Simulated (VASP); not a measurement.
# C (P6_3/mmc) in VASP: notebook, part 2 of 2

VASP 6.6.1. Earlier steps stand in the parts before.

### 4 Single point, PBE+D3(BJ)

This run uses another cell than the first one, of 8.87 Å³/atom, 0.862 times its volume.

The input, INCAR:

```
  PREC = Accurate
  ENCUT = 520
  EDIFF = 1E-6
  ISMEAR = -1
  SIGMA = 0.15
  LREAL = F
  LASPH = T
  NELM = 60
  ALGO = Normal
  ISIF = 2
  LWAVE = F
  LCHARG = F
  GGA = PE
  IVDW = 12
  NBANDS = 16
```

The input, KPOINTS:

```
regular mesh
0
Gamma
  21 21 6
```

The input, POSCAR:

```
C
1.0
    2.4649823689      0.0000000000      0.0000000000
   -1.2324911844      2.1347373514      0.0000000000
    0.0000000000      0.0000000000      6.7403354999
C
4
Direct
    0.0000000000      0.0000000000      0.2500000000
    0.0000000000      0.0000000000      0.7500000000
    0.3333333333      0.6666666667      0.2500000000
    0.6666666667      0.3333333333      0.7500000000
```

Started as:

```bash
> cat potpaw_PBE.64/C/POTCAR > POTCAR
> mpirun -np 1 vasp_std > vasp.out
```

Run time: 34 s. Hardware: 1 thread of Intel Xeon 6975P-C (Granite Rapids), shared host; peak memory 0.21 GiB.

Results (log left out):

* Free energy: -37.4721 eV
* Pressure: 0.4 GPa
* Band gap on the k mesh: zero (band 8 reaches 4.64 eV, above the bottom of band 9 at 4.62 eV)
* Dispersion energy per atom: -0.155 eV

Stress tensor (GPa, compression positive):
```
 0.71  0.00  0.00
 0.00  0.71  0.00
 0.00  0.00 -0.10
```

Levels at points of the mesh, in eV from the Fermi level:
| k point | band 5 | band 6 | band 7 | band 8 | band 9 | band 10 | band 11 | band 12 |
| --- | --- | --- | --- | --- | --- | --- | --- | --- |
| (0.00, 0.00, 0.00) | -3.03 | -3.03 | -3.01 | -3.01 | 4.24 | 8.31 | 8.31 | 8.36 |
| (0.00, 0.00, 0.50) | -3.02 | -3.02 | -3.02 | -3.02 | 6.84 | 6.84 | 8.33 | 8.33 |

### 5 Single point, PBE+D3(BJ) (volume scaled by 0.88, then relaxed in part)

The input, INCAR:

```
ALGO = Normal
EDIFF = 1E-6
ENCUT = 520
GGA = PE
ISIF = 2
ISMEAR = 0
IVDW = 12
LASPH = T
LCHARG = T
LELF = T
LREAL = F
LVHAR = T
LWAVE = F
NBANDS = 16
NELM = 100
PREC = Accurate
SIGMA = 0.1
```

The input, KPOINTS:

```
k-points
0
Gamma
  21 21 6
```

The input, POSCAR:

```
C
1.0
    2.4516270989      0.0000000000      0.0000000000
   -1.2258135494      2.1231713482      0.0000000000
    0.0000000000      0.0000000000      5.9996683777
C
4
Direct
    0.0000000000      0.0000000000      0.2500000000
    0.0000000000      0.0000000000      0.7500000000
    0.3333333333      0.6666666667      0.2500000000
    0.6666666667      0.3333333333      0.7500000000
```

Started as:

```bash
> cat potpaw_PBE.64/C/POTCAR > POTCAR
> mpirun -np 1 vasp_std > vasp.out
```

Run time: 76 s. Hardware: 1 thread of Intel Xeon Platinum 8375C at 2.90GHz (Ice Lake), shared host; peak memory 0.19 GiB.

Results (log left out):

| Item | Value |
| --- | --- |
| Free energy | -37.3846 eV |
| Pressure | 8.3 GPa |
| Band gap on the k mesh | zero (band 8 reaches 5.81 eV, above the bottom of band 9 at 5.73 eV) |
| Dispersion energy per atom | -0.178 eV |

Stress tensor (GPa, compression positive):
```
8.65 0.00 0.00
0.00 8.65 0.00
0.00 0.00 7.73
```

Levels at points of the mesh, in eV from the Fermi level:
| k point | band 4 | band 5 | band 6 | band 7 | band 8 | band 9 | band 10 | band 11 | band 12 | band 13 |
| --- | --- | --- | --- | --- | --- | --- | --- | --- | --- | --- |
| (0.00, 0.00, 0.00) | -5.82 | -2.97 | -2.97 | -2.91 | -2.91 | 5.47 | 8.45 | 8.45 | 8.58 | 8.58 |
| (0.00, 0.00, 0.50) | -7.67 | -2.94 | -2.94 | -2.94 | -2.94 | 8.51 | 8.51 | 8.51 | 8.51 | 9.12 |

Caveat: the cell differs from its parent crystal (volume scaled by 0.88, then relaxed in part); pairwise dispersion overbinds metals, which lowers pressure and volume.

### 6 Single point, PBE+D3(BJ) (volume scaled by 0.91, then relaxed in part)

The input, INCAR:

```
  PREC = Accurate
  ENCUT = 520
  EDIFF = 1E-6
  ISMEAR = 0
  SIGMA = 0.1
  LREAL = False
  LASPH = True
  NELM = 80
  ALGO = Normal
  ISIF = 2
  LWAVE = False
  LCHARG = True
  GGA = PE
  IVDW = 12
  LELF = True
  LVHAR = True
  NBANDS = 16
```

The input, KPOINTS:

```
regular mesh
0
Gamma
  21 21 6
```

The input, POSCAR:

```
C
1.0
    2.4562389662      0.0000000000      0.0000000000
   -1.2281194831      2.1271653425      0.0000000000
    0.0000000000      0.0000000000      6.1809262112
C
4
Direct
    0.0000000000      0.0000000000      0.2500000000
    0.0000000000      0.0000000000      0.7500000000
    0.3333333333      0.6666666667      0.2500000000
    0.6666666667      0.3333333333      0.7500000000
```

Potentials or basis: VASP PAW PBE potentials, release 64 (C).

Started as:

```bash
> cat potpaw_PBE.64/C/POTCAR > POTCAR
> mpirun -np 1 vasp_std > vasp.out
```

OUTCAR:

```text
PREC = Accurate
   ENCUT = 520
   EDIFF = 1E-6
   ISMEAR = 0
   LREAL = False
   LASPH = True
   NELM = 80
   ISIF = 2
   GGA = PE
   IVDW = 12
 IVDW          = 12

 ion  position               nearest neighbor table
   1  0.000  0.000  0.250-   3 1.42   3 1.42   3 1.42
   2  0.000  0.000  0.750-   4 1.42   4 1.42   4 1.42
   3  0.333  0.667  0.250-   1 1.42   1 1.42   1 1.42
   4  0.667  0.333  0.750-   2 1.42   2 1.42   2 1.42

  LATTYP: Found a hexagonal cell.
 ALAT       =     2.4562389662
 C/A-ratio  =     2.5164189219
[... 657 lines left out ...]

  FORCE on cell =-STRESS in cart. coord.  units (eV):
  Direction    XX          YY          ZZ          XY          YZ          ZX
  --------------------------------------------------------------------------------------
  -------------------------------------------------------------------------------------
  Total       1.14009     1.14009     0.96465    -0.00000     0.00000     0.00000
  in kB      56.56178    56.56178    47.85784    -0.00000     0.00000     0.00000
  external pressure =       53.66 kB  Pullay stress =        0.00 kB

 VOLUME and BASIS-vectors are now :
 -----------------------------------------------------------------------------
  energy-cutoff  :      520.00
  volume of cell :       32.29
      direct lattice vectors                 reciprocal lattice vectors
     2.456238966  0.000000000  0.000000000     0.407126511  0.235054601  0.000000000
    -1.228119483  2.127165343  0.000000000     0.000000000  0.470109201  0.000000000
     0.000000000  0.000000000  6.180926211     0.000000000  0.000000000  0.161788050

 POSITION                                       TOTAL-FORCE (eV/Angst)
 -----------------------------------------------------------------------------------
      0.00000      0.00000      1.54523        -0.000000      0.000000     -0.000000
      0.00000      0.00000      4.63569         0.000000     -0.000000     -0.000000
     -0.00000      1.41811      1.54523         0.000000     -0.000000      0.000000
      1.22812      0.70906      4.63569        -0.000000      0.000000     -0.000000
 -----------------------------------------------------------------------------------
    total drift:                                0.000000     -0.000000      0.000000

  FREE ENERGIE OF THE ION-ELECTRON SYSTEM (eV)
  ---------------------------------------------------
  free  energy   TOTEN  =       -37.4273043935 eV

  energy  without entropy=      -37.4267479579  energy(sigma->0) =      -37.42702618
```

OSZICAR:

```text
N       E                     dE             d eps       ncg     rms          rms(c)
DAV:   1     0.293869860949E+02    0.29387E+02   -0.80607E+03  6152   0.933E+02
DAV:   2    -0.367677097228E+02   -0.66155E+02   -0.60457E+02  8648   0.190E+02
DAV:   3    -0.390869992891E+02   -0.23193E+01   -0.23113E+01  7928   0.325E+01
DAV:   4    -0.391039178298E+02   -0.16919E-01   -0.16910E-01  7880   0.332E+00
DAV:   5    -0.391041595840E+02   -0.24175E-03   -0.24175E-03  7816   0.375E-01    0.905E+00
DAV:   6    -0.372940761987E+02    0.18101E+01   -0.11954E+00  7520   0.705E+00    0.528E+00
DAV:   7    -0.367318892552E+02    0.56219E+00   -0.14220E+00  7696   0.786E+00    0.151E+00
DAV:   8    -0.367401519582E+02   -0.82627E-02   -0.76776E-02  7400   0.165E+00    0.343E-01
DAV:   9    -0.367390595656E+02    0.10924E-02   -0.17094E-03  7712   0.301E-01    0.834E-02
DAV:  10    -0.367392223209E+02   -0.16276E-03   -0.43199E-04  6984   0.140E-01    0.681E-02
DAV:  11    -0.367392092267E+02    0.13094E-04   -0.39009E-05  7832   0.438E-02    0.301E-03
DAV:  12    -0.367392096920E+02   -0.46524E-06   -0.17242E-06  7224   0.892E-03
   1 F= -.37427304E+02 E0= -.37427026E+02  d E =-.556436E-03
```

stdout:

```text
POSCAR found type information on POSCAR C
 POSCAR found :  1 types and       4 ions
 scaLAPACK will be used
 LDA part: xc-table for (Slater+PW92), standard interpolation
 POSCAR, INCAR and KPOINTS ok, starting setup
 FFT: planning ... GRIDC
 FFT: planning ... GRID_SOFT
 FFT: planning ... GRID
 WAVECAR not read
 entering main loop
```

Run time: 65 s. Hardware: 1 thread of Intel Xeon Platinum 8375C at 2.90GHz (Ice Lake), shared host; peak memory 0.19 GiB.

What came out:

- Free energy: -37.4273 eV
- Pressure: 5.4 GPa
- Band gap on the k mesh: zero (band 8 reaches 5.49 eV, above the bottom of band 9 at 5.43 eV)
- Dispersion energy per atom: -0.172 eV

Levels at points of the mesh, in eV from the Fermi level:
```tsv
k point	band 5	band 6	band 7	band 8	band 9	band 10	band 11	band 12
(0.00, 0.00, 0.00)	-2.98	-2.98	-2.94	-2.94	5.10	8.41	8.41	8.51
(0.00, 0.00, 0.50)	-2.96	-2.96	-2.96	-2.96	8.45	8.45	8.46	8.46
```

Caveat: the cell differs from its parent crystal (volume scaled by 0.91, then relaxed in part).

### 7 Summary

```tsv
cell	k mesh	smearing	gap on the mesh (eV)	pressure (GPa)
a = 2.467, b = 2.467, c = 7.803 Å, angles 90.0, 90.0, 120.0°, 4 atoms	9 × 9 × 4	gaussian 0.1 eV	none	-0.7
a = 2.465, b = 2.465, c = 6.744 Å, angles 90.0, 90.0, 120.0°, 4 atoms	21 × 21 × 6	gaussian 0.1 eV	none	0.4
a = 2.465, b = 2.465, c = 6.740 Å, angles 90.0, 90.0, 120.0°, 4 atoms	21 × 21 × 6	fermi-dirac 0.15 eV	none	0.4
a = 2.452, b = 2.452, c = 6.000 Å, angles 90.0, 90.0, 120.0°, 4 atoms	21 × 21 × 6	gaussian 0.1 eV	none	8.3
a = 2.456, b = 2.456, c = 6.181 Å, angles 90.0, 90.0, 120.0°, 4 atoms	21 × 21 × 6	gaussian 0.1 eV	none	5.4
```

Alike in all rows: task single point; level PBE+D3(BJ); potentials or basis VASP PAW PBE potentials, release 64 (C); no spin polarisation; cutoff (eV) 520.

Caveats: pairwise dispersion overbinds metals, which lowers pressure and volume (some runs).

Absolute energies hang on the potentials; compare differences alone.
